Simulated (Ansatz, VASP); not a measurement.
## Two plane-wave programs on SnSe2

The input INCAR:

```
  PREC = Accurate
  ENCUT = 600
  EDIFF = 1E-6
  ISMEAR = 0
  SIGMA = 0.1
  LREAL = False
  LASPH = True
  NELM = 80
  ALGO = Normal
  ISIF = 3
  LWAVE = False
  LCHARG = False
  GGA = PE
  IVDW = 12
  IBRION = 2
  NSW = 90
  EDIFFG = -0.04
```

File KPOINTS:

```
regular mesh
0
Gamma
  6 6 4
```

File POSCAR:

```
SnSe2
1.0
    3.1117827600      0.0000000000      0.0000000000
   -1.5558913800      2.6948829300      0.0000000000
    0.0000000000      0.0000000000      6.1928460600
Sn Se
1 2
Direct
    0.0000000000      0.0000000000      0.5000000000
    0.3333333300      0.6666666700      0.2543257100
    0.3333333300      0.6666666700      0.7456742900
```

Input for Ansatz:

```yaml
crystal:
  lattice:
    - [3.11178276, 0.0, 0.0]
    - [-1.55589138, 2.69488293, 0.0]
    - [0.0, 0.0, 6.19284606]
  atoms:
    - { symbol: Sn, position: [0.0, 0.0, 0.5] }
    - { symbol: Se, position: [0.33333333, 0.66666667, 0.25432571] }
    - { symbol: Se, position: [0.33333333, 0.66666667, 0.74567429] }
basis:
  ecutwfc: 420
kpoints:
  mp_grid: { grid: [6, 6, 4] }
hamiltonian:
  xc: pbe
  dispersion: d3bj
scf:
  occupations: { method: gaussian, width: 0.1 }
  lower_state_search: "off"
output:
  forces: true
  stress: true
  eigenvalues: true
relax:
  adjacent_minimum: "off"
  f_tol: 0.04
  max_steps: 70
  cell: { stress_tol: 0.4 }
```

Alike in both runs: task relaxation of cell and atoms; functional PBE; dispersion D3(BJ); k mesh 6 × 6 × 4; occupations gaussian, width 0.1 eV; no spin polarisation.

```csv
,VASP,Ansatz
version,VASP 6.6.1,Ansatz 0.2.0
potentials or method,"VASP PAW PBE potentials, release 64 (Sn_d, Se), cutoff 600 eV","scalar-relativistic, plane waves, PAW"
valence electrons in the cell,26,46
```

VASP gave:

| Quantity | Value |
| --- | --- |
| gap on the k mesh at the Fermi level, each at its own relaxed structure (eV) | 0.43 |
| relaxed volume (Å³/atom) | 29.52 |
| relaxed length of the cell vector where the two differ most in proportion (Å) | 4.212 |

Task: What did Ansatz give for the same quantities?

Result: gap on the k mesh at the Fermi level, each at its own relaxed structure (eV): 0.41; relaxed volume (Å³/atom): 29.45; relaxed length of the cell vector where the two differ most in proportion (Å): 4.208.

VASP's potentials hold 26 valence electrons a cell and Ansatz's 46, so a difference there can come from the potentials and not from the codes.

Noted on VASP's run: the volume moved by over 15 % at a fixed basis, so the end points are rough.
